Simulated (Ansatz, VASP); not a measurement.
Two plane-wave programs on AlAs5

The input INCAR:

```
SYSTEM = AlAs5
PREC = Accurate
ENCUT = 520
EDIFF = 1E-6
ISMEAR = 0
SIGMA = 0.1
LREAL = .False.
LASPH = .True.
NELM = 100
ALGO = Normal
ISIF = 2
LWAVE = .False.
LCHARG = .False.
GGA = PE
NBANDS = 23
```

The input KPOINTS:

```
Automatic mesh
0
Gamma
  12 12 4
  0 0 0
```

The input POSCAR:

```
AlAs5
1.0
    3.8610140486      0.0000000000      0.0000000000
   -1.9305070243      3.3437362505      0.0000000000
    0.0000000000      0.0000000000     11.1892776669
Al As
1 5
Direct
    0.0000000000      0.0000000000      0.9903664624
    0.3333333333      0.6666666667      0.0672573286
    0.0000000000      0.0000000000      0.7569478921
    0.3333333333      0.6666666667      0.6443005574
    0.6666666667      0.3333333333      0.2870276334
    0.0000000000      0.0000000000      0.4031001260
```

Input for Ansatz:

```yaml
crystal:
  lattice:
    - [3.8610140486, 0.0, 0.0]
    - [-1.9305070243, 3.3437362505, 0.0]
    - [0.0, 0.0, 11.1892776669]
  atoms:
    - { symbol: Al, position: [0.0, 0.0, 0.9903664624] }
    - { symbol: As, position: [0.3333333333, 0.6666666667, 0.0672573286] }
    - { symbol: As, position: [0.0, 0.0, 0.7569478921] }
    - { symbol: As, position: [0.3333333333, 0.6666666667, 0.6443005574] }
    - { symbol: As, position: [0.6666666667, 0.3333333333, 0.2870276334] }
    - { symbol: As, position: [0.0, 0.0, 0.403100126] }
basis:
  ecutwfc: 420
kpoints:
  mp_grid: { grid: [12, 12, 4] }
  band_path:
    path:
      - [[0.0, 0.0, 0.0], [0.5, 0.0, 0.0], [0.33333333, 0.33333333, 0.0], [0.0, 0.0, 0.0], [0.0, 0.0, 0.5], [0.5, 0.0, 0.5], [0.33333333, 0.33333333, 0.5], [0.0, 0.0, 0.5]]
      - [[0.5, 0.0, 0.5], [0.5, 0.0, 0.0]]
      - [[0.33333333, 0.33333333, 0.5], [0.33333333, 0.33333333, 0.0]]
    npoints: 14
hamiltonian:
  xc: pbe
scf:
  occupations: { method: gaussian, width: 0.1 }
  n_extra_bands: 15
output:
  forces: true
  stress: true
  eigenvalues: true
  populations: true
  dos: { projected: true, de: 0.02, nscf_kmesh: { grid: [15, 15, 5] } }
  bader: true
  write_density: true
  write_potential: true
  elf: true
  volumetric_format: npy
```

Alike in both runs: task single point; functional PBE; k mesh 12 × 12 × 4; occupations gaussian, width 0.1 eV; no spin polarisation.

|  | VASP | Ansatz |
| --- | --- | --- |
| version | VASP 6.6.1 | Ansatz 0.2.0 |
| potentials or method | VASP PAW PBE potentials, release 64 (Al, As), cutoff 520 eV | scalar-relativistic, plane waves, PAW |
| valence electrons in the cell | 28 | 78 |

Ansatz gave:

```
gap on the k mesh at the Fermi level (eV)                     : none
pressure (GPa)                                                : 0.0
traceless stress, the component that is largest in VASP (GPa) : 0.01
rms of the force components (eV/Å)                            : 0.001
```

**Question.** Estimate VASP's values.

**Answer.** gap on the k mesh at the Fermi level (eV): none; pressure (GPa): 0.2; traceless stress, the component that is largest in VASP (GPa): -0.07; rms of the force components (eV/Å): 0.022.

Atom by atom the forces differ by 0.022 eV/Å (rms over components). A gap of «none» marks a metal or a gap that the smearing closes. VASP's potentials hold 28 valence electrons a cell and Ansatz's 78, so a difference there can come from the potentials and not from the codes.
